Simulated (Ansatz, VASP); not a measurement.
Zr in VASP and in Ansatz

The input INCAR:

```
ALGO = Normal ; EDIFF = 1E-6
ENCUT = 520 ; GGA = PE
ISIF = 2 ; ISMEAR = -1
LASPH = True ; LCHARG = True
LELF = True ; LREAL = False
LVHAR = True ; LWAVE = False
NBANDS = 19 ; NELM = 60
PREC = Accurate ; SIGMA = 0.08
```

Contents of KPOINTS:

```
k-points
0
Gamma
  13 13 7
```

File POSCAR:

```
Zr
1.0
    3.1996782403      0.0000000000      0.0000000000
   -1.5998391201      2.7710026399      0.0000000000
    0.0000000000      0.0000000000      5.1470000000
Zr
2
Direct
    0.3333333333      0.6666666667      0.2500000000
    0.6666666667      0.3333333333      0.7500000000
```

Input for Ansatz:

```yaml
crystal:
  lattice:
    - [3.1996782403, 0.0, 0.0]
    - [-1.5998391201, 2.7710026399, 0.0]
    - [0.0, 0.0, 5.147]
  atoms:
    - { symbol: Zr, position: [0.3333333333, 0.6666666667, 0.25] }
    - { symbol: Zr, position: [0.6666666667, 0.3333333333, 0.75] }
kpoints:
  mp_grid: { grid: [13, 13, 7] }
  band_path:
    path:
      - [0.0, 0.0, 0.0]
      - [0.5, 0.0, 0.0]
      - [0.3333333333, 0.3333333333, 0.0]
      - [0.0, 0.0, 0.0]
      - [0.0, 0.0, 0.5]
      - [0.5, 0.0, 0.5]
      - [0.3333333333, 0.3333333333, 0.5]
      - [0.0, 0.0, 0.5]
      - [0.5, 0.0, 0.5]
    npoints: 5
scf:
  occupations: { method: fermi_dirac, width: 0.08 }
hamiltonian:
  xc: pbe
  pseudopotentials: { kind: all_electron, lapw: { basis_error: 0.001 } }
output:
  forces: true
  stress: true
  eigenvalues: true
```

Change from the starting cell: equal xx and yy strain of -1 %.

Alike in both runs: task single point; functional PBE; k mesh 13 × 13 × 7; occupations fermi-dirac, width 0.08 eV; no spin polarisation.

|  | VASP | Ansatz |
| --- | --- | --- |
| version | VASP 6.6.1 | Ansatz 0.2.0 |
| potentials or method | VASP PAW PBE potentials, release 64 (Zr_sv), cutoff 520 eV | all-electron LAPW, scalar-relativistic |

|  | VASP | Ansatz | Ansatz less VASP |
| --- | --- | --- | --- |
| pressure (GPa) | 2.4 | 2.4 | +0.01 |
| traceless stress, the component that is largest in VASP (GPa) | -0.06 | -0.06 | +0.003 |

Ansatz ran all-electron here, and VASP with PAW potentials.
